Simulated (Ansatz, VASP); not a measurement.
## CdTe: VASP beside Ansatz

POSCAR

```
CdTe
1.0
    0.0000000000      3.2109822139      3.2109822139
    3.2109822139      0.0000000000      3.2109822139
    3.2109822139      3.2109822139      0.0000000000
Cd Te
1 1
Direct
    0.0000000000      0.0000000000      0.0000000000
    0.2500000000      0.2500000000      0.2500000000
```

File INCAR.step1:

```
PREC = Accurate
ENCUT = 520
ISMEAR = 0
SIGMA = 0.02
LREAL = F
LASPH = T
NELM = 60
NBANDS = 16
GGA = PE
ALGO = Normal
EDIFF = 1E-4
LWAVE = T
LCHARG = F
```

The input INCAR.step2:

```
PREC = Accurate
ENCUT = 520
EDIFF = 1E-6
ISMEAR = 0
SIGMA = 0.02
LREAL = F
LASPH = T
NELM = 60
ALGO = Normal
ISIF = 2
LWAVE = F
LCHARG = F
METAGGA = R2SCAN
LMIXTAU = T
NBANDS = 16
ISTART = 1
```

Contents of KPOINTS:

```
regular mesh
0
Gamma
  8 8 8
```

Input for Ansatz:

```yaml
crystal:
  lattice:
    - [0.0, 3.2109822139, 3.2109822139]
    - [3.2109822139, 0.0, 3.2109822139]
    - [3.2109822139, 3.2109822139, 0.0]
  atoms:
    - { symbol: Cd, position: [0.0, 0.0, 0.0] }
    - { symbol: Te, position: [0.25, 0.25, 0.25] }
basis:
  ecutwfc: 500
kpoints:
  mp_grid: { grid: [8, 8, 8] }
hamiltonian:
  xc: r2scan
scf:
  occupations: { method: gaussian, width: 0.02 }
output:
  forces: true
  stress: true
  eigenvalues: true
  write_density: true
  write_potential: true
  elf: true
  volumetric_format: npy
```

Alike in both runs: task single point; functional r2SCAN; k mesh 8 × 8 × 8; occupations gaussian, width 0.02 eV; no spin polarisation.

```csv
,VASP,Ansatz
version,VASP 6.6.1,Ansatz 0.2.0
potentials or method,"VASP PAW PBE potentials, release 64 (Cd, Te), cutoff 520 eV","scalar-relativistic, plane waves, PAW"
valence electrons in the cell,18,36
```

VASP gave:

| Property | Result |
| --- | --- |
| gap on the k mesh at the Fermi level (eV) | 1.36 |
| least direct gap on the mesh (eV) | 1.36 |
| pressure (GPa) | 3.1 |

Which values does Ansatz return?

gap on the k mesh at the Fermi level (eV): 1.37; least direct gap on the mesh (eV): 1.37; pressure (GPa): 2.9.

VASP's potentials were made for PBE, not for r2SCAN. VASP's potentials hold 18 valence electrons a cell and Ansatz's 36, so a difference there can come from the potentials and not from the codes.

Neither program's run includes spin-orbit coupling.
